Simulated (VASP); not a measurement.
# Fe2Cl (Fm-3m) in VASP: a series of runs

Runs on Fe2Cl. Level: PBE. Tasks: single point.

Program: VASP 6.6.1. These are calculated values, not measurements. Logs are shortened: lines on timing, memory, paths and dates and some standing lists are left out, and cuts for length are marked.

## (1) The cell of the first run

Symmetry: Fm-3m, No. 225, cubic system. Conventional cell: a = 5.715 Å, b = 5.715 Å, c = 5.715 Å, α = 90.00°, β = 90.00°, γ = 90.00°. Fe (site symmetry -43m) has 4 Cl at 2.47 Å and 6 Fe at 2.86 Å within 3.3 Å. Within 3.3 Å of Cl (site symmetry m-3m) lie 8 Fe at 2.47 Å.

## (2) Single point, PBE, collinear spin, ferromagnetic start

INCAR

```
  PREC = Accurate
  ENCUT = 520
  EDIFF = 1E-6
  ISMEAR = 0
  SIGMA = 0.1
  LREAL = F
  LASPH = T
  NELM = 150
  ALGO = Normal
  ISIF = 2
  LWAVE = F
  LCHARG = F
  ISPIN = 2
  MAGMOM = 4 4 0
  LORBIT = 11
  LMAXMIX = 4
  GGA = PE
  NBANDS = 22
```

KPOINTS

```
regular mesh
0
Gamma
  6 6 6
```

POSCAR

```
Fe2Cl
1.0
    0.0000000000      2.8574966875      2.8574966875
    2.8574966875      0.0000000000      2.8574966875
    2.8574966875      2.8574966875      0.0000000000
Fe Cl
2 1
Direct
    0.2500000000      0.2500000000      0.2500000000
    0.7500000000      0.7500000000      0.7500000000
    0.0000000000      0.0000000000      0.0000000000
```

Potentials or basis: VASP PAW PBE potentials, release 64 (Fe, Cl).

On the command line:

```bash
> cat potpaw_PBE.64/Fe/POTCAR potpaw_PBE.64/Cl/POTCAR > POTCAR
> mpirun -np 1 vasp_std > vasp.out
```

OUTCAR:

```text
PREC = Accurate
   ENCUT = 520
   EDIFF = 1E-6
   ISMEAR = 0
   LREAL = F
   LASPH = T
   NELM = 150
   ISIF = 2
   ISPIN = 2
   LORBIT = 11
   GGA = PE

 ion  position               nearest neighbor table
   1  0.250  0.250  0.250-   3 2.47   3 2.47   3 2.47   3 2.47   2 2.86   2 2.86   2 2.86   2 2.86
                             2 2.86   2 2.86
   2  0.750  0.750  0.750-   3 2.47   3 2.47   3 2.47   3 2.47   1 2.86   1 2.86   1 2.86   1 2.86
                             1 2.86   1 2.86
   3  0.000  0.000  0.000-   1 2.47   2 2.47   2 2.47   2 2.47   2 2.47   1 2.47   1 2.47   1 2.47

  LATTYP: Found a face centered cubic cell.
 ALAT       =     5.7149933750

  Lattice vectors:

 A1 = (   0.0000000000,   2.8574966875,   2.8574966875)
 A2 = (   2.8574966875,   0.0000000000,   2.8574966875)
 A3 = (   2.8574966875,   2.8574966875,   0.0000000000)

Analysis of symmetry for initial positions (statically):
=====================================================================
 Subroutine PRICEL returns:
 Original cell was already a primitive cell.

 Routine SETGRP: Setting up the symmetry group for a
 face centered cubic supercell.

 Subroutine GETGRP returns: Found 48 space group operations
 (whereof 48 operations were pure point group operations)
 out of a pool of 48 trial point group operations.

The static configuration has the point symmetry O_h .

Analysis of symmetry for dynamics (positions and initial velocities):
=====================================================================
 Subroutine PRICEL returns:
 Original cell was already a primitive cell.

 Routine SETGRP: Setting up the symmetry group for a
 face centered cubic supercell.

 Subroutine GETGRP returns: Found 48 space group operations
 (whereof 48 operations were pure point group operations)
 out of a pool of 48 trial point group operations.

The dynamic configuration has the point symmetry O_h .

Analysis of structural, dynamic, and magnetic symmetry:
=====================================================================
 Subroutine PRICEL returns:
 Original cell was already a primitive cell.

 Routine SETGRP: Setting up the symmetry group for a
 face centered cubic supercell.

 Subroutine GETGRP returns: Found 48 space group operations
 (whereof 48 operations were pure point group operations)
 out of a pool of 48 trial point group operations.

The overall configuration has the point symmetry O_h .

 Subroutine INISYM returns: Found 48 space group operations
 (whereof 48 operations are pure point group operations),
 and found     1 'primitive' translations

----------------------------------------------------------------------------------------

                                     Primitive cell

  volume of cell :      46.6646

  direct lattice vectors                    reciprocal lattice vectors
     0.000000000  2.857496687  2.857496687    -0.174978331  0.174978331  0.174978331
     2.857496687  0.000000000  2.857496687     0.174978331 -0.174978331  0.174978331
     2.857496687  2.857496687  0.000000000     0.174978331  0.174978331 -0.174978331

  length of vectors
     4.041110570  4.041110570  4.041110570     0.303071359  0.303071359  0.303071359

  position of ions in fractional coordinates (direct lattice)
     0.250000000  0.250000000  0.250000000
     0.750000000  0.750000000  0.750000000
     0.000000000  0.000000000  0.000000000

  ion indices of the primitive-cell ions
   primitive index   ion index
                 1           1
                 2           2
                 3           3

----------------------------------------------------------------------------------------

 KPOINTS: regular mesh

Automatic generation of k-mesh.
 Grid dimensions read from file:
 generate k-points for:    6    6    6

 Generating k-lattice:

  Cartesian coordinates                     Fractional coordinates (reciprocal lattice)
    -0.029163055  0.029163055  0.029163055     0.166666667  0.000000000  0.000000000
     0.029163055 -0.029163055  0.029163055     0.000000000  0.166666667  0.000000000
     0.029163055  0.029163055 -0.029163055     0.000000000  0.000000000  0.166666667

  Length of vectors
     0.050511893  0.050511893  0.050511893

  Shift w.r.t. Gamma in fractional coordinates (k-lattice)
     0.000000000  0.000000000  0.000000000

 Subroutine IBZKPT returns following result:
 ===========================================

 Found     16 irreducible k-points:

 Following reciprocal coordinates:
            Coordinates               Weight
  0.000000  0.000000  0.000000      1.000000
  0.166667  0.000000  0.000000      8.000000
  0.333333  0.000000  0.000000      8.000000
  0.500000  0.000000  0.000000      4.000000
  0.166667  0.166667  0.000000      6.000000
  0.333333  0.166667  0.000000     24.000000
[... 8 lines left out ...]
 -0.333333  0.333333  0.166667     24.000000
 -0.333333  0.500000  0.166667     12.000000
   k-points           NKPTS =     16   k-points in BZ     NKDIM =     16   number of bands    NBANDS=     22
   number of dos      NEDOS =    301   number of ions     NIONS =      3
   total plane-waves  NPLWV =  27000
   dimension x,y,z NGX =    30 NGY =   30 NGZ =   30
   dimension x,y,z NGXF=    60 NGYF=   60 NGZF=   60
   ions per type =               2   1
   NGX,Y,Z   is equivalent  to a cutoff of  12.34, 12.34, 12.34 a.u.
   NGXF,Y,Z  is equivalent  to a cutoff of  24.68, 24.68, 24.68 a.u.
 SYSTEM =  unknown system
   PREC   = accura    normal or accurate (medium, high low for compatibility)
   ISTART =      0    job   : 0-new  1-cont  2-samecut
   ICHARG =      2    charge: 1-file 2-atom 10-const
   ISPIN  =      2    spin polarized calculation?
   LNONCOLLINEAR =      F non collinear calculations
   LSORBIT =      F    spin-orbit coupling
   LASPH  =      T    aspherical Exc in radial PAW
   ENCUT  =  520.0 eV  38.22 Ry    6.18 a.u.   7.51  7.51  7.51*2*pi/ulx,y,z
   NELM   =    150;   NELMIN=  2; NELMDL= -5     # of ELM steps
   EDIFF  = 0.1E-05   stopping-criterion for ELM
   LREAL  =      F    real-space projection
   EDIFFG = 0.1E-04   stopping-criterion for IOM
   NSW    =      0    number of steps for IOM
   IBRION =     -1    ionic relax: 0-MD 1-quasi-New 2-CG
   NFREE  =      0    steps in history (QN), initial steepest desc. (CG)
   ISIF   =      2    stress and relaxation
   ISYM   =      2    0-nonsym 1-usesym 2-fastsym
   POTIM  = 0.5000    time-step for ionic-motion
   TEBEG  =    0.0;   TEEND  =   0.0 temperature during run
   PSTRESS=    0.0 pullay stress
   NELECT =      23.0000    total number of electrons
   NUPDOWN=      -1.0000    fix difference up-down
   EMIN   =  10.00;   EMAX   =-10.00  energy-range for DOS
   EFERMI =   0.00;   METHOD = LEGACY
   ISMEAR =     0;   SIGMA  =   0.10  broadening in eV -4-tet -1-fermi 0-gaus
   EFERMI_NEDOS =   21; number of points for ismear=-14 and -15
   IALGO  =     38    algorithm
   IMIX   =      4    mixing-type and parameters
     AMIX     =   0.40;   BMIX     =  1.00
     AMIX_MAG =   1.60;   BMIX_MAG =  1.00
  volume/ion in A,a.u.               =      15.55       104.97
  Fermi-wavevector in a.u.,A,eV,Ry     =   1.293168  2.443734 22.752808  1.672284
  Thomas-Fermi vector in A             =   2.424831
   LORBIT       =     11    0 simple, 1 ext, 2 COOP (PROOUT), +10 PAW based schemes
   GGA     = PE    functional components
   LHFCALC =     F    Hartree Fock is set to
   AEXX    =    0.0000 exact exchange contribution
   IVDW    =     0    specifies the selected vdW correction
   LEPSILON=     F    determine dielectric tensor
   LRPA    =     F    only Hartree local field effects (RPA)
 spin polarized calculation
 Gauss-broadening in eV      SIGMA  =   0.10
  energy-cutoff  :      520.00
  volume of cell :       46.66
 maximum number of plane-waves:      1278
   NGX = 15   NGY = 15   NGZ = 15

 number of electron      23.0000016 magnetization       5.5932917

 Free energy of the ion-electron system (eV)
  ---------------------------------------------------
  ext. energy  EPLUGINS =         0.00000000
  ---------------------------------------------------
  free energy    TOTEN  =       -15.66451376 eV

  energy without entropy =      -15.64650275  energy(sigma->0) =      -15.65550825

 E-fermi :   6.1782     XC(G=0): -11.1316

 val. band max:        6.1555096798   @ k =   0.5000   0.3333   0.0000
 cond. band min:       6.1935710655   @ k =  -0.1667   0.1667   0.0000
 fundamental gap:      0.0380613857
 Fermi energy:         6.1782307845

 spin component 1

 k-point     1 :       0.0000    0.0000    0.0000
  band No.  band energies     occupation
      1     -13.0197      1.00000
      2      -1.5826      1.00000
      3      -1.5826      1.00000
      4      -1.5826      1.00000
      5       2.4024      1.00000
      6       2.4024      1.00000
[... 373 lines left out ...]
      5       2.3541      1.00000
      6       2.7434      1.00000
[... 14 lines left out ...]
     21      16.3579      0.00000
     22      16.3799      0.00000
 Fermi energy:         6.1782307845

 spin component 2

 k-point     1 :       0.0000    0.0000    0.0000
  band No.  band energies     occupation
      1     -12.9033      1.00000
      2      -1.1421      1.00000
      3      -1.1421      1.00000
      4      -1.1421      1.00000
      5       3.3411      1.00000
      6       4.1628      1.00000
[... 374 lines left out ...]
      6       4.4597      1.00000
[... 14 lines left out ...]
     21      16.4343      0.00000
     22      16.9281      0.00000

------------------------ aborting loop because EDIFF is reached ----------------------------------------

  FORCE on cell =-STRESS in cart. coord.  units (eV):
  Direction    XX          YY          ZZ          XY          YZ          ZX
  --------------------------------------------------------------------------------------
  -------------------------------------------------------------------------------------
  Total       -0.8802562     -0.8802562     -0.8802562      0.0000000      0.0000000      0.0000000
  in kB      -30.2226460    -30.2226460    -30.2226460      0.0000000      0.0000000      0.0000000
  external PRESSURE =     -30.2226460 kB  Pullay stress =       0.0000000 kB

 VOLUME and BASIS-vectors are now :
 -----------------------------------------------------------------------------
  energy-cutoff  :      520.00
  volume of cell :       46.66
      direct lattice vectors                 reciprocal lattice vectors
     0.000000000  2.857496687  2.857496687    -0.174978331  0.174978331  0.174978331
     2.857496687  0.000000000  2.857496687     0.174978331 -0.174978331  0.174978331
     2.857496687  2.857496687  0.000000000     0.174978331  0.174978331 -0.174978331

 POSITION                                       TOTAL-FORCE (eV/Angst)
 -----------------------------------------------------------------------------------
      1.42875      1.42875      1.42875        -0.000000     -0.000000      0.000000
      4.28625      4.28625      4.28625         0.000000      0.000000     -0.000000
      0.00000      0.00000      0.00000        -0.000000     -0.000000     -0.000000
 -----------------------------------------------------------------------------------
    total drift:                               -0.000000     -0.000000      0.000000

  FREE ENERGIE OF THE ION-ELECTRON SYSTEM (eV)
  ---------------------------------------------------
  free  energy   TOTEN  =       -15.6645137583 eV

  energy  without entropy=      -15.6465027484  energy(sigma->0) =      -15.65550825

 total charge

# of ion       s       p       d       tot
------------------------------------------
    1        0.313   0.268   6.320   6.900
    2        0.313   0.268   6.320   6.900
    3        1.615   3.398   0.000   5.013
--------------------------------------------------
tot          2.241   3.933  12.639  18.813

 magnetization (x)

# of ion       s       p       d       tot
------------------------------------------
    1       -0.001  -0.001   2.776   2.774
    2       -0.001  -0.001   2.776   2.774
    3        0.019   0.091   0.000   0.110
--------------------------------------------------
tot          0.016   0.089   5.552   5.658
```

It took 58 s on 1 thread of Oxide Virtual Turin-like, shared host; peak memory 0.16 GiB.

What came out:

| Item | Value |
| --- | --- |
| Free energy | -15.6645 eV |
| Pressure | -3.0 GPa |
| Net moment | 5.59 μB per cell |
| Site moments | Fe +2.77; Cl +0.11 μB |
| Valence electrons inside the program's atomic spheres | Fe 6.90; Cl 5.01 |

Caveat: the cell stands under tension; the run started ferromagnetic, and an antiferromagnetic order may lie lower in energy. With open d or f shells a metallic result of PBE can be an artefact of self-interaction; +U or a hybrid may open a gap.

## (3) Single point, PBE, collinear spin, ferromagnetic start

This run uses another cell than the first one, of 14.73 Å³/atom.

INCAR

```
ALGO = Fast ; EDIFF = 1E-6
ENCUT = 520 ; GGA = PE
ISIF = 2 ; ISMEAR = 0
ISPIN = 2 ; LASPH = True
LCHARG = True ; LELF = True
LMAXMIX = 4 ; LORBIT = 11
LREAL = False ; LVHAR = True
LWAVE = False ; MAGMOM = 3.03 3.03 0
NBANDS = 22 ; NELM = 150
PREC = Accurate ; SIGMA = 0.1
```

KPOINTS

```
k-points
0
Gamma
  14 14 14
```

POSCAR

```
Fe2Cl
1.0
    0.0000000000      2.8060021755      2.8060021755
    2.8060021755      0.0000000000      2.8060021755
    2.8060021755      2.8060021755      0.0000000000
Fe Cl
2 1
Direct
    0.2500000000      0.2500000000      0.2500000000
    0.7500000000      0.7500000000      0.7500000000
    0.0000000000      0.0000000000      0.0000000000
```

Potentials or basis: VASP PAW PBE potentials, release 64 (Fe, Cl).

On the command line:

```bash
> cat potpaw_PBE.64/Fe/POTCAR potpaw_PBE.64/Cl/POTCAR > POTCAR
> mpirun -np 1 vasp_std > vasp.out
```

Run time: 5.4 min. Hardware: 1 thread of Oxide Virtual Turin-like, shared host; peak memory 0.26 GiB.

The run converged. Its results:

* Free energy: -15.6721 eV
* Pressure: 0.4 GPa
* Net moment: 5.51 μB per cell
* Site moments: Fe +2.72; Cl +0.12 μB
* Valence electrons inside the program's atomic spheres: Fe 6.98; Cl 5.01

Levels at points of the mesh, in eV from the Fermi level:
Spin up:
| k point | band 12 | band 13 | band 14 | band 15 | band 16 | band 17 |
| --- | --- | --- | --- | --- | --- | --- |
| (0.00, 0.00, 0.00) | -1.14 | -1.10 | -1.10 | -1.10 | 3.34 | 3.34 |
| (0.50, 0.00, 0.00) | -2.49 | -0.99 | -0.99 | -0.20 | 3.47 | 4.76 |
| (0.50, 0.50, 0.00) | -1.95 | -1.42 | -1.18 | 1.13 | 2.92 | 4.93 |
Spin down:
| k point | band 7 | band 8 | band 9 | band 10 | band 11 | band 12 |
| --- | --- | --- | --- | --- | --- | --- |
| (0.00, 0.00, 0.00) | -2.13 | 0.81 | 0.81 | 0.81 | 1.25 | 1.25 |
| (0.50, 0.00, 0.00) | -0.71 | -0.54 | -0.32 | -0.32 | -0.22 | -0.22 |
| (0.50, 0.50, 0.00) | -1.48 | 0.03 | 0.03 | 0.39 | 0.39 | 0.70 |

Caveat: the run started ferromagnetic, and an antiferromagnetic order may lie lower in energy. With open d or f shells a metallic result of PBE can be an artefact of self-interaction; +U or a hybrid may open a gap.
